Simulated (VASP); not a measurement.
Ag, 2 atoms in the cell. The structure is hexagonal, space group P6_3/mmc (No. 194). Conventional cell: a = 2.950 Å, b = 2.950 Å, c = 4.841 Å, α = 90.00°, β = 90.00°, γ = 120.00°. Ag (site symmetry -6m2) has 12 Ag at 2.95 to 2.96 Å within 3.9 Å. This isn't the form of Ag at room conditions, which is fcc.

```yaml
Program: VASP 6.6.1
Task: vibrations by perturbation theory
Functional: PBE
Potentials_or_basis: VASP PAW PBE potentials, release 64 (Ag)
Cutoff: 520 eV
k_mesh: 18 × 18 × 10
Occupations: fermi-dirac, width 0.15 eV
Spin: no spin polarisation
Dipole_correction: no
Further_INCAR_settings: ALGO = Normal; EDIFF = 1e-08; NBANDS = 18; IBRION = 8; NSW = 1
```

Potentials or basis: VASP PAW PBE potentials, release 64 (Ag).

Command:

```console
$ cat potpaw_PBE.64/Ag/POTCAR > POTCAR
$ mpirun -np 1 vasp_std > vasp.out
```

Hardware: 1 thread of Intel(R) Xeon(R) 6975P-C (Granite Rapids) (shared host).

Question: Estimate the wall time of this run.

Answer: Run time: 6.4 min on 1 thread of Intel(R) Xeon(R) 6975P-C (Granite Rapids), on a shared host, peak memory 1.2 GiB. Counts: scf iterations 41, k points 222.
